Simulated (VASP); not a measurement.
## Be: single point with PBEsol

The system is Be.

```
CELL_PARAMETERS angstrom
2.29950 0.00000 0.00000
-1.14975 1.99143 0.00000
0.00000 0.00000 3.78095
ATOMIC_POSITIONS crystal
Be 0.33333 0.66667 0.25000
Be 0.66667 0.33333 0.75000
```

This cell differs from its parent crystal: strain +0.000 along x and y, +0.050 along z.

- Program: VASP 6.6.1
- Task: single point
- Functional: PBEsol
- Potentials or basis: VASP PAW PBE potentials, release 64 (Be)
- Cutoff: 520 eV
- k mesh: 24 × 24 × 14
- Occupations: gaussian, width 0.15 eV
- Spin: no spin polarisation

* Pressure: -10.3 GPa
* Band gap on the k mesh: zero (bands 2 and 3 overlap by 1.69 eV)

Stress tensor (GPa, compression positive):
```
 -5.89   0.00   0.00
  0.00  -5.89   0.00
  0.00   0.00 -19.22
```

Levels at points of the mesh, in eV from the Fermi level:
| k point | band 1 | band 2 | band 3 | band 4 | band 5 | band 6 | band 7 |
| --- | --- | --- | --- | --- | --- | --- | --- |
| (0.00, 0.00, 0.00) | -10.97 | -4.62 | 0.01 | 15.59 | 15.59 | 18.03 | 18.03 |
| (0.50, 0.00, 0.00) | -4.69 | -3.00 | 3.25 | 5.58 | 5.90 | 8.96 | 9.32 |
| (0.00, 0.00, 0.50) | -9.00 | -9.00 | 8.68 | 8.68 | 16.95 | 16.95 | 16.95 |
| (0.50, 0.00, 0.50) | -3.44 | -3.44 | 1.32 | 1.32 | 11.57 | 11.57 | 13.46 |

Run time: 28 s on 1 thread of Intel(R) Xeon(R) Platinum 8488C (Sapphire Rapids), with other jobs on the host, peak memory 0.17 GiB.

Caveat: the cell differs from its parent crystal (strain +0.000 along x and y, +0.050 along z); the cell stands under tension; the PAW data sets were made with another functional, which shifts forces and pressure a little.
